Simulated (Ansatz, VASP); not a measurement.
# Si5NiO12: VASP beside Ansatz

```
Ni Si O
1.0
     9.83272    0.00000    0.00000
    -2.45818    4.25769    0.00000
     0.00000    0.00000    5.40840
Ni Si O
1 5 12
Direct
  0.22767 0.01676 0.67293
  0.73274 0.98223 0.65969
  0.99550 0.45696 0.33616
  0.50196 0.45609 0.32428
  0.27235 0.56632 0.01939
  0.76938 0.52151 0.98916
  0.20060 0.33750 0.77778
  0.70472 0.25368 0.77588
  0.36436 0.11724 0.42189
  0.85837 0.11737 0.43326
  0.43535 0.59414 0.11264
  0.93344 0.57512 0.10410
  0.14288 0.42261 0.24081
  0.64146 0.41055 0.21031
  0.04096 0.70499 0.56393
  0.56767 0.70393 0.55316
  0.30624 0.91296 0.93629
  0.79989 0.85071 0.87405
```

Alike in both runs: task single point; functional PBEsol; k mesh 4 × 4 × 3; occupations gaussian, width 0.05 eV; collinear spin; Hubbard terms Ni d U = 5.0 eV.

|  | VASP | Ansatz |
| --- | --- | --- |
| version | VASP 6.6.1 | Ansatz 0.2.0 |
| potentials or method | VASP PAW PBE potentials, release 64 (Ni, Si, O), cutoff 520 eV | scalar-relativistic, plane waves, PAW |
| valence electrons in the cell | 102 | 110 |

Ansatz gave:

* gap on the k mesh at the Fermi level (eV): 0.07
* least direct gap on the mesh (eV): 0.08
* pressure (GPa): 1.4
* traceless stress, the component that is largest in VASP (GPa): -0.60
* rms of the force components (eV/Å): 0.009
* net moment per atom (μB): 0.22
* size of the moment on the site where the two differ most (μB): 1.93

Problem. Which values does VASP return?

Solution. gap on the k mesh at the Fermi level (eV): 0.10; least direct gap on the mesh (eV): 0.11; pressure (GPa): 0.8; traceless stress, the component that is largest in VASP (GPa): -0.62; rms of the force components (eV/Å): 0.214; net moment per atom (μB): 0.22; size of the moment on the site where the two differ most (μB): 2.10.

VASP's potentials were made for PBE, not for PBEsol. Site moments also hang on the region over which each program counts them. The programs project onto different local orbitals, so the same U acts differently, and such runs can settle in different states. Atom by atom the forces differ by 0.214 eV/Å (rms over components). VASP's potentials hold 102 valence electrons a cell and Ansatz's 110, so a difference there can come from the potentials and not from the codes.
